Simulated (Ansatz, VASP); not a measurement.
## One calculation of Ge4P3, two programs

```
CELL_PARAMETERS angstrom
5.15443 0.00000 0.00000
0.00000 5.15443 0.00000
0.00000 0.00000 5.15443
ATOMIC_POSITIONS crystal
Ge 0.50000 0.50000 0.00000
Ge 0.00000 0.50000 0.50000
Ge 0.50000 0.00000 0.50000
Ge 0.50000 0.50000 0.50000
P 0.50000 0.00000 0.00000
P 0.00000 0.50000 0.00000
P 0.00000 0.00000 0.50000
```

Alike in both runs: functional PBE; k mesh 4 × 4 × 4; occupations gaussian, width 0.1 eV; no spin polarisation.

Ansatz relaxed the structure, and its values are those at the end. VASP's run is a single point on that final structure, the one shown.

|  | VASP | Ansatz |
| --- | --- | --- |
| version | VASP 6.6.1 | Ansatz 0.2.0 |
| potentials or method | VASP PAW PBE potentials, release 64 (Ge_d, P), cutoff 520 eV | scalar-relativistic, plane waves, PAW |
| valence electrons in the cell | 71 | 71 |

```csv
,VASP,Ansatz,Ansatz less VASP
gap on the k mesh at the Fermi level (eV),none,none,-
pressure (GPa),0.0,0.0,+0.03
```

A gap of «none» marks a metal or a gap that the smearing closes.
